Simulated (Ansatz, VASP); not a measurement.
## BN in VASP and in Ansatz

File POSCAR:

```
BN
1.0
    2.5539396017      0.0000000000      0.0000000000
   -1.2769698009      2.2117765748      0.0000000000
    0.0000000000      0.0000000000      4.2268550000
B N
2 2
Direct
    0.7290681543      0.3790143927      1.0236274216
    0.3957348210      0.7123477261      0.5236274216
    0.6666666667      0.3333333333      0.6252760000
    0.3333333333      0.6666666667      0.1252760000
```

Contents of INCAR.step1:

```
SYSTEM = BN
PREC = Accurate
ENCUT = 520
ISMEAR = 0
SIGMA = 0.05
LREAL = .FALSE.
LASPH = .TRUE.
NELM = 100
NBANDS = 16
GGA = PE
ALGO = Normal
EDIFF = 1E-4
LWAVE = .TRUE.
LCHARG = .FALSE.
```

File INCAR.step2:

```
SYSTEM = BN
PREC = Accurate
ENCUT = 520
EDIFF = 1E-6
ISMEAR = 0
SIGMA = 0.05
LREAL = .FALSE.
LASPH = .TRUE.
NELM = 100
ALGO = Normal
ISIF = 2
LWAVE = .FALSE.
LCHARG = .FALSE.
METAGGA = R2SCAN
LMIXTAU = .TRUE.
NBANDS = 16
ISTART = 1
```

KPOINTS

```
Automatic mesh
0
G
  12 12 6
  0 0 0
```

Input for Ansatz:

```yaml
crystal:
  lattice:
    - [2.5539396017, 0.0, 0.0]
    - [-1.2769698009, 2.2117765748, 0.0]
    - [0.0, 0.0, 4.226855]
  atoms:
    - { symbol: B, position: [0.7290681543, 0.3790143927, 1.0236274216] }
    - { symbol: B, position: [0.395734821, 0.7123477261, 0.5236274216] }
    - { symbol: "N", position: [0.6666666667, 0.3333333333, 0.625276] }
    - { symbol: "N", position: [0.3333333333, 0.6666666667, 0.125276] }
basis:
  ecutwfc: 500
kpoints:
  mp_grid: { grid: [12, 12, 6] }
hamiltonian:
  xc: r2scan
scf:
  occupations: { method: gaussian, width: 0.05 }
output:
  forces: true
  stress: true
  eigenvalues: true
```

Change from the starting cell: all B atoms moved +0.175 Å, as atom 1 along Cartesian [1 1 1].

Alike in both runs: task single point; functional r2SCAN; k mesh 12 × 12 × 6; occupations gaussian, width 0.05 eV; no spin polarisation.

|  | VASP | Ansatz |
| --- | --- | --- |
| version | VASP 6.6.1 | Ansatz 0.2.0 |
| potentials or method | VASP PAW PBE potentials, release 64 (B, N), cutoff 520 eV | scalar-relativistic, plane waves, PAW |
| valence electrons in the cell | 16 | 16 |

VASP gave:

| Item | Value |
| --- | --- |
| gap on the k mesh at the Fermi level (eV) | 5.49 |
| least direct gap on the mesh (eV) | 7.59 |
| pressure (GPa) | 7.0 |
| traceless stress, the component that is largest in VASP (GPa) | 4.37 |
| rms of the force components (eV/Å) | 2.762 |

Problem. Which values does Ansatz return?

Solution. gap on the k mesh at the Fermi level (eV): 5.50; least direct gap on the mesh (eV): 7.59; pressure (GPa): 6.2; traceless stress, the component that is largest in VASP (GPa): 4.49; rms of the force components (eV/Å): 2.765.

VASP's potentials were made for PBE, not for r2SCAN. Atom by atom the forces differ by 0.005 eV/Å (rms over components).
